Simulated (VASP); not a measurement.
Here is a VASP 6.6.1 calculation.

Contents of POSCAR:

```
NaH
1.0
    0.0000000000      2.3975126521      2.3975126521
    2.3975126521      0.0000000000      2.3975126521
    2.3975126521      2.3975126521      0.0000000000
Na H
1 1
Direct
    0.0000000000      0.0000000000      0.0000000000
    0.5000000000      0.5000000000      0.5000000000
```

Contents of INCAR.step1:

```
SYSTEM = NaH
  PREC = Accurate
  ENCUT = 520
  EDIFF = 1E-5
  ISMEAR = 0
  SIGMA = 0.01
  LREAL = .False.
  LASPH = .True.
  NELM = 60
  ALGO = Normal
  ISIF = 2
  LWAVE = .True.
  LCHARG = .False.
  NBANDS = 11
  GGA = PE
```

The input INCAR.step2:

```
SYSTEM = NaH
  PREC = Accurate
  ENCUT = 520
  EDIFF = 1E-6
  ISMEAR = 0
  SIGMA = 0.01
  LREAL = .False.
  LASPH = .True.
  NELM = 60
  ALGO = Normal
  ISIF = 2
  LWAVE = .False.
  LCHARG = .False.
  METAGGA = R2SCAN
  LHFCALC = .True.
  AEXX = 0.1
  LMIXTAU = .True.
  PRECFOCK = Normal
  NBANDS = 11
  ISTART = 1
```

Contents of KPOINTS:

```
regular mesh
0
Gamma
  6 6 6
  0 0 0
```

Potentials or basis: VASP PAW PBE potentials, release 64 (Na_pv, H).

Command:

```bash
$ cat potpaw_PBE.64/Na_pv/POTCAR potpaw_PBE.64/H/POTCAR > POTCAR
$ cp INCAR.step1 INCAR
$ mpirun -np 1 vasp_std > vasp.out
$ cp INCAR.step2 INCAR
$ mpirun -np 1 vasp_std > vasp.out
```

Q: Estimate the band gap on the k mesh.

A: 5.08 eV (least direct gap 5.92 eV).

Q: Predict the pressure.

A: -0.3 GPa.

Caveat: the PAW data sets were made with another functional, which shifts forces and pressure a little. A k mesh can miss the band edges.
